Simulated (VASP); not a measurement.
A run of VASP 6.6.1 is set up as follows.

INCAR

```
SYSTEM = MnO
PREC = Accurate ; ENCUT = 700
EDIFF = 1E-6 ; ISMEAR = 0
SIGMA = 0.05 ; LREAL = .FALSE.
LASPH = .TRUE. ; NELM = 200
ALGO = Normal ; ISIF = 2
LWAVE = .FALSE. ; LCHARG = .TRUE.
ISPIN = 2 ; MAGMOM = 4.72 0.18
LORBIT = 11 ; LMAXMIX = 4
LDAU = .TRUE. ; LDAUTYPE = 2
LDAUL = 2 -1 ; LDAUU = 3.9 0
LDAUJ = 0 0 ; LDAUPRINT = 1
GGA = RP ; IVDW = 13
LELF = .TRUE. ; LVHAR = .TRUE.
NBANDS = 22 ; GGA_COMPAT = .FALSE.
```

KPOINTS

```
Automatic mesh
0
G
  10 10 10
  0 0 0
```

Contents of POSCAR:

```
MnO
1.0
    0.0000000000      2.2288111367      2.2288111367
    2.2288111367      0.0000000000      2.2288111367
    2.2288111367      2.2288111367      0.0000000000
Mn O
1 1
Direct
    0.0000000000      0.0000000000      0.0000000000
    0.5000000000      0.5000000000      0.5000000000
```

Potentials or basis: VASP PAW PBE potentials, release 64 (Mn_sv, O).

Run with:

```console
$ cat potpaw_PBE.64/Mn_sv/POTCAR potpaw_PBE.64/O/POTCAR > POTCAR
$ mpirun -np 1 vasp_std > vasp.out
```

Problem. Predict the site moments.

Solution. Mn +4.51; O +0.16 μB.

Problem. Predict the dispersion energy per atom.

Solution. -0.667 eV.

Problem. Estimate the net moment.

Solution. 5.00 μB per cell.

Eigenvalues of the final occupation matrices:
```csv
site,spin,trace,eigenvalues
site 1 d,1,4.63,0.91 0.91 0.91 0.95 0.95
site 1 d,2,0.14,0.01 0.01 0.01 0.05 0.05
```

Caveat: a cell with one magnetic atom can't hold antiferromagnetic order, which such compounds often take. The state reached can hang on the start; a lower one may exist.
